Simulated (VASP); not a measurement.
Cs2KScTe6, 10 atoms in the cell. It takes space group Fm-3m (No. 225, cubic). The conventional cell has a = 12.239 Å, b = 12.239 Å, c = 12.239 Å, α = 90.00°, β = 90.00°, γ = 90.00°. Within 4.4 Å of K (site symmetry m-3m) lie 6 Te at 3.32 Å. Within 3.7 Å of Sc (site symmetry m-3m) lie 6 Te at 2.80 Å. Within 3.7 Å of Te (site symmetry 4mm) lie 1 Sc at 2.80 Å and 1 K at 3.32 Å. Cs (site symmetry -43m) has 12 Te at 4.34 Å and 4 K at 5.30 Å and 4 Sc at 5.30 Å within 5.7 Å. 

```yaml
Program: VASP 6.6.1
Task: single point
Functional: PBE
Potentials_or_basis: VASP PAW PBE potentials, release 64 (K_sv, Sc_sv, Te, Cs_sv)
Cutoff: 520 eV
k_mesh: 6 × 6 × 6
Occupations: fermi-dirac, width 0.1 eV
Spin: no spin polarisation
Dipole_correction: no
Further_INCAR_settings: ALGO = Normal; EDIFF = 1e-07; NBANDS = 48
```

Potentials or basis: VASP PAW PBE potentials, release 64 (K_sv, Sc_sv, Te, Cs_sv).

Launch:

```bash
$ cat potpaw_PBE.64/K_sv/POTCAR potpaw_PBE.64/Sc_sv/POTCAR potpaw_PBE.64/Te/POTCAR potpaw_PBE.64/Cs_sv/POTCAR > POTCAR
$ mpirun -np 1 vasp_std > vasp.out
```

Hardware: 1 thread of AMD EPYC 7R13 Processor (Zen 3) (shared host).

How long does it take, and how much memory?

Run time: 7.8 min on 1 thread of AMD EPYC 7R13 Processor (Zen 3), on a shared host, peak memory 0.78 GiB. Counts: scf iterations 17, k points 16.
